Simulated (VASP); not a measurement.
# As2Pt (Pa-3) in VASP: a series of runs, part 3 of 3

VASP 6.6.1.

**6. Single point, PBE (17.41 Å³/atom)**

This run uses another cell than the first one, of 17.41 Å³/atom.

Input file INCAR:

```
PREC = Accurate
ENCUT = 500
EDIFF = 1E-6
ISMEAR = 0
SIGMA = 0.01
LREAL = F
LASPH = T
NELM = 120
ALGO = Normal
ISIF = 2
LWAVE = F
LCHARG = F
GGA = PE
NBANDS = 52
GGA_COMPAT = F
```

Input file KPOINTS:

```
Automatic mesh
0
Gamma
  4 4 4
```

Input file POSCAR:

```
As2Pt
1.0
    5.9339067015      0.0000000000      0.0000000000
    0.0000000000      5.9339067015      0.0000000000
    0.0000000000      0.0000000000      5.9339067015
As Pt
8 4
Direct
    0.3835127539      0.3835127539      0.3835127539
    0.1164872461      0.6164872461      0.8835127539
    0.8835127539      0.1164872461      0.6164872461
    0.6164872461      0.8835127539      0.1164872461
    0.6164872461      0.6164872461      0.6164872461
    0.8835127539      0.3835127539      0.1164872461
    0.1164872461      0.8835127539      0.3835127539
    0.3835127539      0.1164872461      0.8835127539
    0.0000000000      0.0000000000      0.0000000000
    0.5000000000      0.0000000000      0.5000000000
    0.5000000000      0.5000000000      0.0000000000
    0.0000000000      0.5000000000      0.5000000000
```

Potentials or basis: VASP PAW PBE potentials, release 64 (As, Pt).

The run is started by

```bash
cat potpaw_PBE.64/As/POTCAR potpaw_PBE.64/Pt/POTCAR > POTCAR
mpirun -np 1 vasp_std > vasp.out
```

OUTCAR:

```text
PREC = Accurate
   ENCUT = 500
   EDIFF = 1E-6
   ISMEAR = 0
   LREAL = F
   LASPH = T
   NELM = 120
   ISIF = 2
   GGA = PE

 ion  position               nearest neighbor table
   1  0.384  0.384  0.384-   5 2.39  10 2.48  12 2.48  11 2.48
   2  0.116  0.616  0.884-   6 2.39   9 2.48  11 2.48  12 2.48
   3  0.884  0.116  0.616-   7 2.39  10 2.48  12 2.48   9 2.48
   4  0.616  0.884  0.116-   8 2.39   9 2.48  11 2.48  10 2.48
   5  0.616  0.616  0.616-   1 2.39  10 2.48  12 2.48  11 2.48
   6  0.884  0.384  0.116-   2 2.39   9 2.48  11 2.48  12 2.48
   7  0.116  0.884  0.384-   3 2.39  10 2.48  12 2.48   9 2.48
   8  0.384  0.116  0.884-   4 2.39   9 2.48  11 2.48  10 2.48
   9  0.000  0.000  0.000-   2 2.48   4 2.48   6 2.48   8 2.48   7 2.48   3 2.48
  10  0.500  0.000  0.500-   1 2.48   3 2.48   5 2.48   7 2.48   4 2.48   8 2.48
  11  0.500  0.500  0.000-   2 2.48   4 2.48   6 2.48   8 2.48   1 2.48   5 2.48
  12  0.000  0.500  0.500-   1 2.48   3 2.48   5 2.48   7 2.48   6 2.48   2 2.48

  LATTYP: Found a simple cubic cell.
 ALAT       =     5.9339067015

  Lattice vectors:

 A1 = (   5.9339067015,   0.0000000000,   0.0000000000)
 A2 = (   0.0000000000,   5.9339067015,   0.0000000000)
 A3 = (   0.0000000000,   0.0000000000,   5.9339067015)

Analysis of symmetry for initial positions (statically):
=====================================================================
 Subroutine PRICEL returns:
 Original cell was already a primitive cell.

 Routine SETGRP: Setting up the symmetry group for a
 simple cubic supercell.

 Subroutine GETGRP returns: Found 24 space group operations
 (whereof  6 operations were pure point group operations)
 out of a pool of 48 trial point group operations.

The static configuration has the point symmetry S_6 .
 The point group associated with its full space group is T_h .

Analysis of symmetry for dynamics (positions and initial velocities):
=====================================================================
 Subroutine PRICEL returns:
 Original cell was already a primitive cell.

 Routine SETGRP: Setting up the symmetry group for a
 simple cubic supercell.

 Subroutine GETGRP returns: Found 24 space group operations
 (whereof  6 operations were pure point group operations)
 out of a pool of 48 trial point group operations.

The dynamic configuration has the point symmetry S_6 .
 The point group associated with its full space group is T_h .

 Subroutine INISYM returns: Found 24 space group operations
 (whereof  6 operations are pure point group operations),
 and found     1 'primitive' translations

----------------------------------------------------------------------------------------

                                     Primitive cell

  volume of cell :     208.9403

  direct lattice vectors                    reciprocal lattice vectors
     5.933906701  0.000000000  0.000000000     0.168523041  0.000000000  0.000000000
     0.000000000  5.933906701  0.000000000     0.000000000  0.168523041  0.000000000
     0.000000000  0.000000000  5.933906701     0.000000000  0.000000000  0.168523041

  length of vectors
[... 71 lines left out ...]
   number of dos      NEDOS =    301   number of ions     NIONS =     12
   total plane-waves  NPLWV = 110592
   dimension x,y,z NGX =    48 NGY =   48 NGZ =   48
   dimension x,y,z NGXF=    96 NGYF=   96 NGZF=   96
   ions per type =               8   4
   NGX,Y,Z   is equivalent  to a cutoff of  13.45, 13.45, 13.45 a.u.
   NGXF,Y,Z  is equivalent  to a cutoff of  26.90, 26.90, 26.90 a.u.
 SYSTEM =  unknown system
   PREC   = accura    normal or accurate (medium, high low for compatibility)
   ISTART =      0    job   : 0-new  1-cont  2-samecut
   ICHARG =      2    charge: 1-file 2-atom 10-const
   ISPIN  =      1    spin polarized calculation?
   LNONCOLLINEAR =      F non collinear calculations
   LSORBIT =      F    spin-orbit coupling
   LASPH  =      T    aspherical Exc in radial PAW
   ENCUT  =  500.0 eV  36.75 Ry    6.06 a.u.  10.82 10.82 10.82*2*pi/ulx,y,z
   NELM   =    120;   NELMIN=  2; NELMDL= -5     # of ELM steps
   EDIFF  = 0.1E-05   stopping-criterion for ELM
   LREAL  =      F    real-space projection
   EDIFFG = 0.1E-04   stopping-criterion for IOM
   NSW    =      0    number of steps for IOM
   IBRION =     -1    ionic relax: 0-MD 1-quasi-New 2-CG
   NFREE  =      0    steps in history (QN), initial steepest desc. (CG)
   ISIF   =      2    stress and relaxation
   ISYM   =      2    0-nonsym 1-usesym 2-fastsym
   POTIM  = 0.5000    time-step for ionic-motion
   TEBEG  =    0.0;   TEEND  =   0.0 temperature during run
   PSTRESS=    0.0 pullay stress
   NELECT =      80.0000    total number of electrons
   NUPDOWN=      -1.0000    fix difference up-down
   EMIN   =  10.00;   EMAX   =-10.00  energy-range for DOS
   EFERMI =   0.00;   METHOD = LEGACY
   ISMEAR =     0;   SIGMA  =   0.01  broadening in eV -4-tet -1-fermi 0-gaus
   EFERMI_NEDOS =   21; number of points for ismear=-14 and -15
   IALGO  =     38    algorithm
   IMIX   =      4    mixing-type and parameters
     AMIX     =   0.40;   BMIX     =  1.00
     AMIX_MAG =   1.60;   BMIX_MAG =  1.00
  volume/ion in A,a.u.               =      17.41       117.50
  Fermi-wavevector in a.u.,A,eV,Ry     =   1.188769  2.246448 19.227367  1.413172
  Thomas-Fermi vector in A             =   2.324891
   LORBIT       =      0    0 simple, 1 ext, 2 COOP (PROOUT), +10 PAW based schemes
   GGA     = PE    functional components
   LHFCALC =     F    Hartree Fock is set to
   AEXX    =    0.0000 exact exchange contribution
   IVDW    =     0    specifies the selected vdW correction
   LEPSILON=     F    determine dielectric tensor
   LRPA    =     F    only Hartree local field effects (RPA)
 non-spin polarized calculation
 Gauss-broadening in eV      SIGMA  =   0.01
  energy-cutoff  :      500.00
  volume of cell :      208.94
 maximum number of plane-waves:      5400
 NGX is ok and might be reduce to    48
   NGX = 21   NGY = 21   NGZ = 21

 number of electron      79.9999991 magnetization

 Free energy of the ion-electron system (eV)
  ---------------------------------------------------
  ext. energy  EPLUGINS =         0.00000000
  ---------------------------------------------------
  free energy    TOTEN  =       -67.62474415 eV

  energy without entropy =      -67.62474415  energy(sigma->0) =      -67.62474415

 E-fermi :   7.7109     XC(G=0): -11.4371

 val. band max:        7.6120483061   @ k =   0.2500   0.0000   0.0000
 cond. band min:       8.2145000903   @ k =   0.5000   0.5000   0.5000
 fundamental gap:      0.6024517842
 Fermi energy:         7.7109345708

 k-point     1 :       0.0000    0.0000    0.0000
  band No.  band energies     occupation
      1      -6.6679      2.00000
      2      -4.5900      2.00000
      3      -4.5900      2.00000
      4      -4.5900      2.00000
      5      -2.2815      2.00000
      6      -2.2815      2.00000
[... 594 lines left out ...]
     51      11.9075      0.00000
     52      11.9075      0.00000

------------------------ aborting loop because EDIFF is reached ----------------------------------------

  FORCE on cell =-STRESS in cart. coord.  units (eV):
  Direction    XX          YY          ZZ          XY          YZ          ZX
  --------------------------------------------------------------------------------------
  -------------------------------------------------------------------------------------
  Total       13.1027676     13.1027676     13.1027676     -0.0000000      0.0000000      0.0000000
  in kB      100.4734881    100.4734881    100.4734881     -0.0000000      0.0000000      0.0000000
  external PRESSURE =     100.4734881 kB  Pullay stress =       0.0000000 kB

 VOLUME and BASIS-vectors are now :
 -----------------------------------------------------------------------------
  energy-cutoff  :      500.00
  volume of cell :      208.94
      direct lattice vectors                 reciprocal lattice vectors
     5.933906701  0.000000000  0.000000000     0.168523041  0.000000000  0.000000000
     0.000000000  5.933906701  0.000000000     0.000000000  0.168523041  0.000000000
     0.000000000  0.000000000  5.933906701     0.000000000  0.000000000  0.168523041

 POSITION                                       TOTAL-FORCE (eV/Angst)
 -----------------------------------------------------------------------------------
      2.27573      2.27573      2.27573        -0.075194     -0.075194     -0.075194
      0.69122      3.65818      5.24268         0.075194      0.075194     -0.075194
      5.24268      0.69122      3.65818        -0.075194      0.075194      0.075194
      3.65818      5.24268      0.69122         0.075194     -0.075194      0.075194
      3.65818      3.65818      3.65818         0.075194      0.075194      0.075194
      5.24268      2.27573      0.69122        -0.075194     -0.075194      0.075194
      0.69122      5.24268      2.27573         0.075194     -0.075194     -0.075194
      2.27573      0.69122      5.24268        -0.075194      0.075194     -0.075194
      0.00000      0.00000      0.00000         0.000000      0.000000      0.000000
      2.96695      0.00000      2.96695         0.000000      0.000000      0.000000
      2.96695      2.96695      0.00000         0.000000      0.000000      0.000000
      0.00000      2.96695      2.96695         0.000000      0.000000      0.000000
 -----------------------------------------------------------------------------------
    total drift:                                0.000000      0.000000     -0.000000

  FREE ENERGIE OF THE ION-ELECTRON SYSTEM (eV)
  ---------------------------------------------------
  free  energy   TOTEN  =       -67.6247441450 eV

  energy  without entropy=      -67.6247441450  energy(sigma->0) =      -67.62474415
```

Wall time 3.5 min (1 thread of Oxide Virtual Turin-like, shared host); peak memory 0.32 GiB.

What came out:

```
Free energy            : -67.6247 eV
Pressure               : 10.0 GPa
Largest force          : 0.130 eV/Å
Band gap on the k mesh : 0.60 eV (least direct gap 1.10 eV)
```

Forces in eV/Å, atoms in the order of the input:
```
As  -0.075 -0.075 -0.075
As   0.075  0.075 -0.075
As  -0.075  0.075  0.075
As   0.075 -0.075  0.075
As   0.075  0.075  0.075
As  -0.075 -0.075  0.075
As   0.075 -0.075 -0.075
As  -0.075  0.075 -0.075
Pt   0.000  0.000  0.000
Pt   0.000  0.000  0.000
Pt   0.000  0.000  0.000
Pt   0.000  0.000  0.000
```

Caveat: the cell stands under pressure; spin-orbit coupling is left out, which moves the levels of the heavy elements. PBE gaps usually lie below the measured ones, often by a third to a half.

**7. Overview**

| level | cell | cutoff (eV) | gap on the mesh (eV) | pressure (GPa) | largest force (eV/Å) |
| --- | --- | --- | --- | --- | --- |
| r2SCAN | a = 5.887 Å, 12 atoms, atomic positions A | 550 | 0.96 | 11.1 | 0.12 |
| r2SCAN | a = 5.949 Å, 12 atoms, atomic positions A | 550 | 0.80 | 5.0 | 0.06 |
| r2SCAN | a = 6.009 Å, 12 atoms, atomic positions A | 550 | 0.65 | 0.0 | 0.01 |
| r2SCAN | a = 6.069 Å, 12 atoms, atomic positions A | 550 | 0.52 | -4.3 | 0.03 |
| PBE | a = 5.934 Å, 12 atoms, atomic positions B | 500 | 0.60 | 10.0 | 0.13 |

Alike in all rows: task single point; potentials or basis VASP PAW PBE potentials, release 64 (As, Pt); no spin polarisation; k mesh 4 × 4 × 4; smearing gaussian 0.01 eV.

Caveats: spin-orbit coupling is left out, which moves the levels of the heavy elements; the PAW data sets were made with another functional, which shifts forces and pressure a little (at least some runs); the cell stands under pressure (at least some runs); the cell stands under tension (at least some runs).

Total energies depend on the potentials used, so only differences within one code and one set of settings carry meaning.
